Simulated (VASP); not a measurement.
Set up this calculation in VASP 6.6.1, as the native input.

| Property | Result |
| --- | --- |
| Task | single point |
| Functional | RPBE |
| Potentials or basis | VASP PAW PBE potentials, release 64 (V_sv) |
| Cutoff | 520 eV |
| k mesh | 13 × 13 × 7 |
| Occupations | fermi-dirac, width 0.1 eV |
| Spin | no spin polarisation |
| Dipole correction | no |
| Further INCAR settings | ALGO = Normal; EDIFF = 1e-06; NBANDS = 20 |

The structure of V lies in POSCAR:

```
V
1.0
    2.6387479703      0.0000000000      0.0000000000
   -1.3193739851      2.2852227764      0.0000000000
    0.0000000000      0.0000000000      4.7119523527
V
2
Direct
    0.3333333333      0.6666666667      0.2500000000
    0.6666666667      0.3333333333      0.7500000000
```

These files were run (other wordings do the same):

INCAR

```
SYSTEM = V
  ALGO = Normal
  EDIFF = 1E-6
  ENCUT = 520
  GGA = RP
  ISIF = 2
  ISMEAR = -1
  LASPH = .True.
  LCHARG = .False.
  LREAL = .False.
  LWAVE = .False.
  NBANDS = 20
  NELM = 80
  PREC = Accurate
  SIGMA = 0.1
```

KPOINTS

```
k-points
0
Gamma
  13 13 7
  0 0 0
```

Potentials or basis: VASP PAW PBE potentials, release 64 (V_sv).

The run is started by

```sh
$ cat potpaw_PBE.64/V_sv/POTCAR > POTCAR
$ mpirun -np 1 vasp_std > vasp.out
```

It gave:

| Quantity | Value |
| --- | --- |
| Pressure | 0.3 GPa |
| Band gap on the k mesh | zero (band 13 reaches 10.58 eV, above the bottom of band 14 at 8.98 eV) |

Caveat: the PAW data sets were made with another functional, which shifts forces and pressure a little.

It took 14 s on 1 thread of Intel(R) Xeon(R) 6975P-C (Granite Rapids), on a shared host, peak memory 0.16 GiB.
